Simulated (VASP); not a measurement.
# RbSi2 (P4/mmm) in VASP: notebook, part 2 of 2

VASP 6.6.1. Earlier steps stand in the parts before.

### 3 Relaxation of cell and atoms, PBE+D3(BJ)

This run uses another cell than the first one, of 37.18 Å³/atom, 1.015 times its volume.

Contents of INCAR:

```
  PREC = Accurate
  ENCUT = 600
  EDIFF = 1E-6
  ISMEAR = 0
  SIGMA = 0.1
  LREAL = False
  LASPH = True
  NELM = 100
  ALGO = Normal
  ISIF = 3
  LWAVE = False
  LCHARG = False
  GGA = PE
  IVDW = 12
  IBRION = 2
  NSW = 100
  EDIFFG = -0.01
```

Contents of KPOINTS:

```
regular mesh
0
Gamma
  10 10 10
```

Contents of POSCAR:

```
RbSi2
1.0
    4.9681133734      0.0000000000      0.0000000000
    0.0000000000      4.9681133734      0.0000000000
    0.0000000000      0.0000000000      4.5195343020
Rb Si
1 2
Direct
    0.0000000000      0.0000000000      0.0000000000
    0.5000000000      0.5000000000      0.7513351544
    0.5000000000      0.5000000000      0.2486648456
```

Potentials or basis: VASP PAW PBE potentials, release 64 (Rb_sv, Si).

Started as:

```sh
$ cat potpaw_PBE.64/Rb_sv/POTCAR potpaw_PBE.64/Si/POTCAR > POTCAR
$ mpirun -np 1 vasp_std > vasp.out
```

OUTCAR:

```text
PREC = Accurate
   ENCUT = 600
   EDIFF = 1E-6
   ISMEAR = 0
   LREAL = False
   LASPH = True
   NELM = 100
   ISIF = 3
   GGA = PE
   IVDW = 12
   IBRION = 2
   NSW = 100
   EDIFFG = -0.01
 IVDW          = 12

 ion  position               nearest neighbor table
   1  0.000  0.000  0.000-   2 3.69   3 3.69   2 3.69   3 3.69   2 3.69   3 3.69   2 3.69   3 3.69

   2  0.500  0.500  0.751-   3 2.25   3 2.27   1 3.69   1 3.69   1 3.69   1 3.69
   3  0.500  0.500  0.249-   2 2.25   2 2.27   1 3.69   1 3.69   1 3.69   1 3.69

  LATTYP: Found a simple tetragonal cell.
 ALAT       =     4.9681133734
 C/A-ratio  =     0.9097083666

  Lattice vectors:

 A1 = (   4.9681133734,   0.0000000000,   0.0000000000)
 A2 = (   0.0000000000,   4.9681133734,   0.0000000000)
 A3 = (   0.0000000000,   0.0000000000,   4.5195343020)

Analysis of symmetry for initial positions (statically):
=====================================================================
 Subroutine PRICEL returns:
 Original cell was already a primitive cell.

 Routine SETGRP: Setting up the symmetry group for a
 simple tetragonal supercell.

 Subroutine GETGRP returns: Found 16 space group operations
 (whereof 16 operations were pure point group operations)
 out of a pool of 16 trial point group operations.

The static configuration has the point symmetry D_4h.

Analysis of symmetry for dynamics (positions and initial velocities):
=====================================================================
 Subroutine PRICEL returns:
 Original cell was already a primitive cell.

 Routine SETGRP: Setting up the symmetry group for a
 simple tetragonal supercell.

 Subroutine GETGRP returns: Found 16 space group operations
 (whereof 16 operations were pure point group operations)
 out of a pool of 16 trial point group operations.

The dynamic configuration has the point symmetry D_4h.

 Subroutine INISYM returns: Found 16 space group operations
 (whereof 16 operations are pure point group operations),
 and found     1 'primitive' translations

----------------------------------------------------------------------------------------

                                     Primitive cell
[... 110 lines left out ...]
   IALGO  =     38    algorithm
   IMIX   =      4    mixing-type and parameters
     AMIX     =   0.40;   BMIX     =  1.00
     AMIX_MAG =   1.60;   BMIX_MAG =  1.00
  volume/ion in A,a.u.               =      37.18       250.93
  Fermi-wavevector in a.u.,A,eV,Ry     =   0.874444  1.652460 10.403738  0.764653
  Thomas-Fermi vector in A             =   1.993976
   LORBIT       =      0    0 simple, 1 ext, 2 COOP (PROOUT), +10 PAW based schemes
   GGA     = PE    functional components
   LHFCALC =     F    Hartree Fock is set to
   AEXX    =    0.0000 exact exchange contribution
   IVDW    =    12    specifies the selected vdW correction
   LEPSILON=     F    determine dielectric tensor
   LRPA    =     F    only Hartree local field effects (RPA)
 conjugate gradient relaxation of ions
 non-spin polarized calculation
 Gauss-broadening in eV      SIGMA  =   0.10
  energy-cutoff  :      600.00
  volume of cell :      111.55
 maximum number of plane-waves:      3764
 NGX is ok and might be reduce to    40
   NGX = 19   NGY = 19   NGZ = 19

--------------------------------------- Ionic step        1  -------------------------------------------

 number of electron      17.0000001 magnetization

 Free energy of the ion-electron system (eV)
  ---------------------------------------------------
  ext. energy  EPLUGINS =         0.00000000
  ---------------------------------------------------
  free energy    TOTEN  =       -10.06565312 eV

  energy without entropy =      -10.05779708  energy(sigma->0) =      -10.06172510

------------------------ aborting loop because EDIFF is reached ----------------------------------------

 Edisp (eV)   -0.56203

 E8    (eV) :    -0.2684
[... 155 lines left out ...]
--------------------------------------- Ionic step        5  -------------------------------------------

 number of electron      17.0000001 magnetization

 Free energy of the ion-electron system (eV)
  ---------------------------------------------------
  ext. energy  EPLUGINS =         0.00000000
  ---------------------------------------------------
  free energy    TOTEN  =       -10.07096321 eV

  energy without entropy =      -10.06310930  energy(sigma->0) =      -10.06703625

 E-fermi :   1.5031     XC(G=0):  -7.3832

 val. band max:        1.5008055710   @ k =   0.2000   0.1000   0.5000
 cond. band min:       1.5153929167   @ k =   0.1000   0.1000   0.5000
 fundamental gap:      0.0145873457
 Fermi energy:         1.5031272823

 k-point     1 :       0.0000    0.0000    0.0000
  band No.  band energies     occupation
      1     -25.6780      2.00000
      2      -9.7946      2.00000
      3      -9.7581      2.00000
      4      -9.7581      2.00000
      5      -8.2354      2.00000
      6      -2.2044      2.00000
      7      -0.1356      2.00000
      8       0.0428      2.00000
      9       0.0428      2.00000
     10       3.0345      0.00000
     11       3.9314      0.00000
     12       5.6156      0.00000
[... 331 lines left out ...]
 k-point    24 :       0.2000    0.0000    0.1000
  band No.  band energies     occupation
      1     -25.6766      2.00000
      2      -9.8331      2.00000
      3      -9.8073      2.00000
      4      -9.7508      2.00000
      5      -8.0496      2.00000
      6      -2.7752      2.00000
      7      -0.4561      2.00000
      8       0.0312      2.00000
      9       0.5744      2.00000
     10       3.7315      0.00000
     11       4.7019      0.00000
     12       4.7422      0.00000

 [... further k-points ...]

------------------------ aborting loop because EDIFF is reached ----------------------------------------

 Edisp (eV)   -0.57120

 E8    (eV) :    -0.2729
[... 26 lines left out ...]
  FREE ENERGIE OF THE ION-ELECTRON SYSTEM (eV)
  ---------------------------------------------------
  free  energy   TOTEN  =       -10.6421603272 eV

  energy  without entropy=      -10.6343064156  energy(sigma->0) =      -10.63823337

 reached required accuracy - stopping structural energy minimisation
```

Wall time 5.5 min (1 thread of Intel Xeon Platinum 8375C at 2.90GHz (Ice Lake), shared host); peak memory 0.4 GiB.

What came out:

* Free energy: -10.6422 eV
* Relaxed volume: 36.63 Å³/atom
* Relaxed cell: a = 4.967 Å, b = 4.967 Å, c = 4.454 Å, α = 90.00°, β = 90.00°, γ = 90.00°
* Space group after relaxing (to 0.05 Å): P4/mmm (No. 123)
* Energy gained by relaxing: 4.8 meV/atom
* Ionic steps: 5
* Pressure after relaxing: 0.0 GPa
* Largest force after relaxing: 0.003 eV/Å
* Dispersion energy per atom: -0.190 eV

Forces on the atoms (eV/Å):
```
Rb   0.000  0.000  0.000
Si   0.000  0.000  0.003
Si   0.000  0.000 -0.003
```

The path:
```csv
step,energy change (eV),largest force (eV/Å),pressure (GPa),volume (Å³)
1,0.0000,0.0105,-0.92,111.55
2,0.0081,0.0846,1.24,108.11
3,-0.0144,0.0421,-0.03,110.00
4,-0.0144,0.0430,-0.01,109.96
5,-0.0145,0.0034,-0.01,109.90
```

Final structure:
```yaml
crystal:
  lattice:
    - [4.96735, 0.00000, 0.00000]
    - [0.00000, 4.96735, 0.00000]
    - [0.00000, 0.00000, 4.45384]
  atoms:
    - { symbol: Rb, position: [0.00000, 0.00000, 0.00000] }
    - { symbol: Si, position: [0.50000, 0.50000, 0.75087] }
    - { symbol: Si, position: [0.50000, 0.50000, 0.24913] }
```

Caveat: pairwise dispersion overbinds metals, which lowers pressure and volume.

### 4 Single point, PBE+D3(BJ)

This run uses another cell than the first one, of 37.18 Å³/atom, 1.015 times its volume.

Contents of INCAR:

```
SYSTEM = RbSi2
PREC = Accurate
ENCUT = 520
EDIFF = 1E-7
ISMEAR = 0
SIGMA = 0.1
LREAL = .False.
LASPH = .True.
NELM = 100
ALGO = Normal
ISIF = 2
LWAVE = .False.
LCHARG = .False.
GGA = PE
IVDW = 12
NBANDS = 16
```

Contents of KPOINTS:

```
Automatic mesh
0
Gamma
  12 12 8
  0 0 0
```

POSCAR is that of step 3.

Started as:

```sh
$ cat potpaw_PBE.64/Rb_sv/POTCAR potpaw_PBE.64/Si/POTCAR > POTCAR
$ mpirun -np 1 vasp_std > vasp.out
```

Run time: 3.4 min. Hardware: 1 thread of Intel Xeon Platinum 8375C at 2.90GHz (Ice Lake), shared host; peak memory 0.39 GiB.

Results (log left out):

| Property | Result |
| --- | --- |
| Free energy | -10.6698 eV |
| Pressure | 0.0 GPa |
| Dispersion energy per atom | -0.187 eV |

Forces on the atoms (eV/Å):
```
Rb   0.000  0.000  0.000
Si   0.000  0.000 -0.002
Si   0.000  0.000  0.002
```

Levels at points of the mesh, in eV from the Fermi level:
| k point | band 5 | band 6 | band 7 | band 8 | band 9 | band 10 | band 11 | band 12 | band 13 | band 14 |
| --- | --- | --- | --- | --- | --- | --- | --- | --- | --- | --- |
| (0.00, 0.00, 0.00) | -9.52 | -3.54 | -1.76 | -1.30 | -1.30 | 1.63 | 2.51 | 4.02 | 4.02 | 4.99 |
| (0.50, 0.00, 0.00) | -9.21 | -3.45 | -2.64 | -1.74 | -1.51 | 3.43 | 3.50 | 3.64 | 4.42 | 5.61 |
| (0.50, 0.50, 0.00) | -9.35 | -3.44 | -2.03 | -2.03 | -1.55 | 2.34 | 3.14 | 3.14 | 5.50 | 5.50 |
| (0.00, 0.00, 0.50) | -7.87 | -7.65 | 0.18 | 0.18 | 0.30 | 0.30 | 3.30 | 3.34 | 3.57 | 5.35 |
| (0.50, 0.00, 0.50) | -7.63 | -7.59 | -1.04 | -0.65 | -0.09 | 0.43 | 3.24 | 4.40 | 4.78 | 5.99 |
| (0.50, 0.50, 0.50) | -7.72 | -7.53 | -0.78 | -0.78 | -0.35 | -0.35 | 4.59 | 4.79 | 4.99 | 5.14 |

Caveat: pairwise dispersion overbinds metals, which lowers pressure and volume.

### 5 Overview

| task | cell | k mesh | cutoff (eV) | gap on the mesh (eV) | pressure (GPa) |
| --- | --- | --- | --- | --- | --- |
| single point | a = 4.966, b = 4.966, c = 4.455 Å, 3 atoms | 10 × 10 × 10 | 520 | none | 0.0 |
| relaxation of cell and atoms | relaxed from a = 4.968, b = 4.968, c = 4.520 Å, 3 atoms | 10 × 10 × 10 | 600 | none | 0.0 |
| single point | a = 4.968, b = 4.968, c = 4.520 Å, 3 atoms | 12 × 12 × 8 | 520 | none | 0.0 |

Alike in all rows: level PBE+D3(BJ); potentials or basis VASP PAW PBE potentials, release 64 (Rb_sv, Si); no spin polarisation; smearing gaussian 0.1 eV.

Caveats: pairwise dispersion overbinds metals, which lowers pressure and volume.

Absolute energies hang on the potentials; compare differences alone.
